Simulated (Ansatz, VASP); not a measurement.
# Cd: VASP beside Ansatz

```xyz
1
Lattice="0.0000 2.2181 2.2181 2.2181 0.0000 2.2181 2.2181 2.2181 0.0000" Properties=species:S:1:pos:R:3 pbc="T T T"
Cd    0.0000    0.0000    0.0000
```

Alike in both runs: task single point; functional PBE; k mesh 16 × 16 × 16; occupations gaussian, width 0.1 eV; no spin polarisation.

```csv
,VASP,Ansatz
version,VASP 6.6.1,Ansatz 0.2.0
potentials or method,"VASP PAW PBE potentials, release 64 (Cd), cutoff 520 eV","scalar-relativistic, plane waves, PAW"
valence electrons in the cell,12,20
```

|  | VASP | Ansatz | Ansatz less VASP |
| --- | --- | --- | --- |
| gap on the k mesh at the Fermi level (eV) | none | none | - |
| pressure (GPa) | 2.6 | 2.3 | -0.36 |

A gap of «none» marks a metal or a gap that the smearing closes. VASP's potentials hold 12 valence electrons a cell and Ansatz's 20, so a difference there can come from the potentials and not from the codes.
